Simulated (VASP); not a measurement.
# Al24O35 (a cell with a defect) in VASP: notebook, part 2 of 2

VASP 6.6.1. Earlier steps stand in the parts before.

## 3. Relaxation of the atoms, PBE (atoms taken out)

Input file INCAR:

```
SYSTEM = Al24O35
PREC     = Accurate       ! precision mode
ENCUT    = 520            ! plane-wave cutoff, eV
EDIFF    = 1E-6           ! SCF threshold, eV
ISMEAR   = 0              ! smearing method
SIGMA    = 0.01           ! smearing width, eV
LREAL    = Auto         
LASPH    = .True.         ! aspherical terms in the spheres
NELM     = 60             ! most SCF steps
ALGO     = Normal         ! electronic algorithm
ISIF     = 2              ! what is computed and relaxed
LWAVE    = .False.        ! write WAVECAR
LCHARG   = .False.        ! write CHGCAR
GGA      = PE             ! functional
IBRION   = 2              ! ionic algorithm
NSW      = 80             ! ionic steps
EDIFFG   = -0.025         ! ionic threshold
LUSENCCL = .False.
```

Input file KPOINTS:

```
Automatic mesh
0
Gamma
  2 2 2
  0.5 0.5 0.5
```

Input file POSCAR:

```
Al24O35
1.0
    0.0000000000      8.3289290079      0.0000000000
    7.2130641072     -1.3881548346     -4.3744984180
   -7.2130641072     -1.3881548346     -4.3744984180
Al O
24 35
Direct
    0.8239273240      0.8051153053      0.1384486386
    0.3239273240      0.6384486386      0.3051153053
    0.8194717619      0.1425609828      0.8105834136
    0.3239273240      0.9717819719      0.9717819719
    0.8239273240      0.4717819719      0.4717819719
    0.3239273240      0.3051153053      0.6384486386
    0.9260726760      0.1115513614      0.4448846947
    0.4260726760      0.9448846947      0.6115513614
    0.9183980813      0.4435886633      0.1112265219
    0.4260726760      0.2782180281      0.2782180281
    0.9260726760      0.7782180281      0.7782180281
    0.4260726760      0.6115513614      0.9448846947
    0.6748372462      0.3555083545      0.6926463557
    0.1760726760      0.1948846947      0.8615513614
    0.6760726760      0.6948846947      0.3615513614
    0.1760726760      0.5282180281      0.5282180281
    0.6760726760      0.0282180281      0.0282180281
    0.1760726760      0.8615513614      0.1948846947
    0.5739273240      0.0551153053      0.3884486386
    0.0739273240      0.8884486386      0.5551153053
    0.5739273240      0.3884486386      0.0551153053
    0.0739273240      0.2217819719      0.2217819719
    0.5739273240      0.7217819719      0.7217819719
    0.0697663748      0.5477684419      0.8767136893
    0.3750000000      0.2270571718      0.0229428282
    0.8750000000      0.7270571718      0.5229428282
    0.3750000000      0.5603905051      0.6896094949
    0.8750000000      0.0603905051      0.1896094949
    0.3750000000      0.8937238385      0.3562761615
    0.5280857577      0.4073047474      0.8426952526
    0.0280857577      0.2406380808      0.0093619192
    0.5280857577      0.7406380808      0.5093619192
    0.0280857577      0.5739714141      0.6760285859
    0.5280857577      0.0739714141      0.1760285859
    0.0280857577      0.9073047474      0.3426952526
    0.7219142423      0.5739714141      0.6760285859
    0.2219142423      0.4073047474      0.8426952526
    0.7219142423      0.9073047474      0.3426952526
    0.2219142423      0.7406380808      0.5093619192
    0.7219142423      0.2406380808      0.0093619192
    0.2219142423      0.0739714141      0.1760285859
    0.6250000000      0.7729428282      0.9770571718
    0.1250000000      0.6062761615      0.1437238385
    0.6250000000      0.1062761615      0.6437238385
    0.1250000000      0.9396094949      0.8103905051
    0.6250000000      0.4396094949      0.3103905051
    0.1250000000      0.2729428282      0.4770571718
    0.9719142423      0.7593619192      0.9906380808
    0.4719142423      0.5926952526      0.1573047474
    0.9719142423      0.0926952526      0.6573047474
    0.4719142423      0.9260285859      0.8239714141
    0.9719142423      0.4260285859      0.3239714141
    0.4719142423      0.2593619192      0.4906380808
    0.7780857577      0.5926952526      0.1573047474
    0.2780857577      0.4260285859      0.3239714141
    0.7780857577      0.9260285859      0.8239714141
    0.2780857577      0.7593619192      0.9906380808
    0.7780857577      0.2593619192      0.4906380808
    0.2780857577      0.0926952526      0.6573047474
```

Potentials or basis: VASP PAW PBE potentials, release 64 (Al, O).

The run is started by

```
$ cat potpaw_PBE.64/Al/POTCAR potpaw_PBE.64/O/POTCAR > POTCAR
$ mpirun -np 1 vasp_std > vasp.out
```

Wall time 8.5 min (1 × NVIDIA H100 80GB with 1 thread of AMD EPYC 7R13 (Zen 3), shared host); peak memory 1.6 GiB.

The run converged. Its results:

```
Free energy                  : -437.1717 eV
Energy gained by relaxing    : 4.1 meV/atom
Ionic steps                  : 12
Pressure after relaxing      : -0.6 GPa
Largest force after relaxing : 0.024 eV/Å
Band gap on the k mesh       : 4.15 eV
```

Forces in eV/Å, atoms in the order of the input:
```
Al   0.000 -0.008 -0.011
Al  -0.002 -0.008 -0.003
Al  -0.011  0.013 -0.006
Al  -0.008  0.000  0.002
Al  -0.017 -0.003  0.007
Al   0.011  0.011  0.003
Al  -0.013  0.003 -0.004
Al   0.006 -0.001 -0.004
Al   0.005 -0.006 -0.005
Al   0.006  0.004 -0.007
Al   0.002  0.003  0.007
Al  -0.006 -0.002 -0.008
Al   0.006  0.010  0.011
Al   0.023  0.001  0.008
Al   0.019 -0.006  0.004
Al   0.012  0.014  0.007
Al   0.001 -0.007 -0.002
Al   0.011 -0.001 -0.004
Al  -0.006 -0.001  0.003
Al   0.005  0.005 -0.003
Al  -0.002 -0.009 -0.012
Al  -0.007  0.006  0.001
Al  -0.014  0.005  0.015
Al  -0.012  0.005  0.000
O    0.001 -0.004  0.001
O   -0.003 -0.007 -0.008
O    0.009 -0.008  0.000
O   -0.001  0.003  0.007
O   -0.001 -0.003  0.002
O    0.001  0.006 -0.008
O   -0.006 -0.004  0.009
O   -0.002 -0.003 -0.007
O   -0.003 -0.002 -0.019
O    0.014 -0.004  0.007
O    0.000  0.008  0.008
O   -0.006 -0.006 -0.003
O   -0.004  0.003 -0.001
O   -0.001 -0.005  0.000
O    0.004  0.006  0.001
O   -0.009  0.001 -0.007
O   -0.002  0.002  0.009
O   -0.007 -0.001 -0.014
O    0.007 -0.008  0.000
O   -0.011  0.004  0.002
O   -0.002 -0.001  0.004
O    0.014 -0.003  0.002
O    0.010  0.013 -0.001
O   -0.003  0.005  0.009
O    0.008 -0.014  0.005
O   -0.006  0.000  0.006
O    0.001 -0.004 -0.004
O    0.001 -0.001  0.012
O    0.001  0.001 -0.008
O   -0.001 -0.008  0.007
O   -0.005 -0.002  0.004
O    0.002 -0.004 -0.008
O    0.003 -0.010 -0.004
O   -0.002  0.012 -0.008
O   -0.011  0.011  0.007
```

Stress tensor (GPa, compression positive):
```
-0.20 -0.02  0.01
-0.02 -0.99  0.23
 0.01  0.23 -0.56
```

Step by step:
```csv
step,energy change (eV),largest force (eV/Å),pressure (GPa)
1,0.0000,1.7237,-0.21
2,-0.1324,0.8999,-0.41
3,-0.1791,0.4318,-0.40
4,-0.2158,0.2946,-0.47
5,-0.2165,0.2777,-0.48
6,-0.2304,0.1266,-0.53
7,-0.2308,0.1150,-0.54
8,-0.2367,0.0677,-0.56
9,-0.2367,0.0690,-0.56
10,-0.2391,0.0498,-0.57
11,-0.2392,0.0653,-0.58
12,-0.2402,0.0244,-0.58
```

Final structure:
```
Al O
1.0
     0.00000    8.32893    0.00000
     7.21306   -1.38815   -4.37450
    -7.21306   -1.38815   -4.37450
Al O
24 35
Direct
  0.82291 0.80486 0.13802
  0.32403 0.63821 0.30521
  0.82308 0.13638 0.80462
  0.32315 0.97136 0.97157
  0.82323 0.47178 0.47183
  0.32632 0.30487 0.63765
  0.92636 0.11160 0.44458
  0.42543 0.94432 0.61130
  0.92634 0.44479 0.11342
  0.42627 0.27804 0.27838
  0.92621 0.77795 0.77809
  0.42286 0.61199 0.94456
  0.68659 0.36482 0.70358
  0.17621 0.19521 0.86087
  0.67567 0.69529 0.36177
  0.17584 0.52774 0.52887
  0.67546 0.02767 0.02800
  0.17567 0.85990 0.19268
  0.57378 0.05707 0.38970
  0.07383 0.88804 0.55432
  0.57330 0.38898 0.05439
  0.07404 0.22177 0.22211
  0.57353 0.72115 0.72201
  0.06248 0.54601 0.88485
  0.37481 0.22709 0.02260
  0.87482 0.72735 0.52227
  0.37475 0.56014 0.68951
  0.87468 0.06068 0.18911
  0.37474 0.89334 0.35626
  0.52838 0.40726 0.84254
  0.02685 0.24176 0.00793
  0.52783 0.74025 0.50946
  0.02703 0.57375 0.67529
  0.52822 0.07437 0.17593
  0.02782 0.90730 0.34227
  0.72231 0.57441 0.67577
  0.22088 0.40706 0.84230
  0.72162 0.90738 0.34240
  0.22158 0.74017 0.50948
  0.72265 0.24183 0.00790
  0.22122 0.07383 0.17530
  0.62382 0.77264 0.97667
  0.12368 0.60571 0.14408
  0.62573 0.10565 0.64381
  0.12430 0.94012 0.81008
  0.62515 0.43961 0.30970
  0.12545 0.27282 0.47702
  0.97017 0.75900 0.99033
  0.47172 0.59272 0.15716
  0.97136 0.09430 0.65783
  0.47184 0.92633 0.82402
  0.97166 0.42557 0.32419
  0.47295 0.25892 0.49009
  0.77822 0.59184 0.15556
  0.27767 0.42566 0.32340
  0.77786 0.92565 0.82413
  0.27633 0.75954 0.99062
  0.77902 0.25936 0.49059
  0.27780 0.09252 0.65693
```

Levels at points of the mesh, in eV from the valence-band top:
```
           k point  band 139  band 140  band 141  band 142  band 143  band 144
(0.25, 0.25, 0.25)     -2.59     -2.56      0.00      4.31      4.57      4.92
```

Caveat: the cell differs from its parent crystal (atoms taken out).
